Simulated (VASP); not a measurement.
Runs of VASP 6.6.1 on RbBr. Symmetry: Fm-3m, No. 225, cubic system. Conventional cell: a = 6.922 Å, b = 6.922 Å, c = 6.922 Å, α = 90.00°, β = 90.00°, γ = 90.00°. Within 4.5 Å of Rb (site symmetry m-3m) lie 6 Br at 3.46 Å. Br (site symmetry m-3m) has 6 Rb at 3.46 Å within 4.5 Å. 

```csv
level,k mesh,grid for exact exchange (PRECFOCK),screening parameter,gap on the mesh (eV),pressure (GPa)
PBE,6 × 6 × 6,-,-,4.29,0.6
r2SCAN,4 × 4 × 4,-,-,4.89,0.0
PBE,4 × 4 × 4,-,-,4.29,0.6
PBE0,4 × 4 × 4,Normal,-,6.17,0.3
HSE06,4 × 4 × 4,Normal,0.2079 1/Å,(a),0.3
```

Alike in all rows: task single point; potentials or basis VASP PAW PBE potentials, release 64 (Rb_sv, Br); no spin polarisation; cell as given; cutoff (eV) 520; smearing gaussian 0.01 eV.

Question: Fill in the values left out.

Answer: (a) 5.44.

Caveats: the PAW data sets were made with another functional, which shifts forces and pressure a little (some runs).

A k mesh can miss the band edges, and the runs leave out spin-orbit coupling on Br, Rb.
